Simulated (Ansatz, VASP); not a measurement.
One calculation of AlN, two programs

Contents of POSCAR:

```
AlN
1.0
   -0.0163865731      2.1848764128      2.1848764128
    2.1848764128     -0.0163865731      2.1848764128
    2.1684898397      2.1684898397      0.0000000000
Al N
1 1
Direct
   -0.0009826930     -0.0009826930      0.0009826930
    0.2509826930      0.2509826930      0.2490173070
```

The input INCAR.step1:

```
SYSTEM = AlN
PREC = Accurate ; ENCUT = 520
ISMEAR = 0 ; SIGMA = 0.01
LREAL = .FALSE. ; LASPH = .TRUE.
NELM = 60 ; NBANDS = 11
GGA = PE ; ALGO = Normal
EDIFF = 1E-4 ; LWAVE = .TRUE.
LCHARG = .FALSE.
```

File INCAR.step2:

```
SYSTEM = AlN
PREC = Accurate ; ENCUT = 520
EDIFF = 1E-6 ; ISMEAR = 0
SIGMA = 0.01 ; LREAL = .FALSE.
LASPH = .TRUE. ; NELM = 60
ALGO = Normal ; ISIF = 2
LWAVE = .FALSE. ; LCHARG = .TRUE.
METAGGA = R2SCAN ; LMIXTAU = .TRUE.
LELF = .TRUE. ; LVHAR = .TRUE.
NBANDS = 11 ; ISTART = 1
```

The input KPOINTS:

```
Automatic mesh
0
G
  10 10 10
  0 0 0
```

Input for Ansatz:

```yaml
crystal:
  lattice:
    - [-0.0163865731, 2.1848764128, 2.1848764128]
    - [2.1848764128, -0.0163865731, 2.1848764128]
    - [2.1684898397, 2.1684898397, 0.0]
  atoms:
    - { symbol: Al, position: [-0.000982693, -0.000982693, 0.000982693] }
    - { symbol: "N", position: [0.250982693, 0.250982693, 0.249017307] }
kpoints:
  mp_grid: { grid: [10, 10, 10] }
  band_path:
    path:
      - [0.0, 0.0, 0.0]
      - [-0.5, -0.5, 0.0]
      - [-0.375, -0.375, 0.25]
      - [-0.375, 0.0, 0.375]
      - [0.0, 0.0, 0.5]
      - [-0.5, -0.25, 0.25]
    npoints: 1
hamiltonian:
  xc: r2scan
scf:
  occupations: { method: fixed }
  n_extra_bands: 4
output:
  forces: true
  stress: true
  eigenvalues: true
```

Change from the starting cell: shear_xy strain -1.5%.

Alike in both runs: task single point; functional r2SCAN; k mesh 10 × 10 × 10; no spin polarisation.

```csv
,VASP,Ansatz
version,VASP 6.6.1,Ansatz 0.2.0
potentials or method,"VASP PAW PBE potentials, release 64 (Al, N)","plane waves, PAW"
plane-wave cutoff (eV),520,500
occupations,"gaussian, width 0.01 eV",fixed
valence electrons in the cell,8,8
```

```tsv
	VASP	Ansatz	Ansatz less VASP
gap on the k mesh at the Fermi level (eV)	3.86	3.87	+0.007
pressure (GPa)	-0.4	0.0	+0.40
traceless stress, the component that is largest in VASP (GPa)	2.98	2.95	-0.030
```

VASP's potentials were made for PBE, not for r2SCAN.
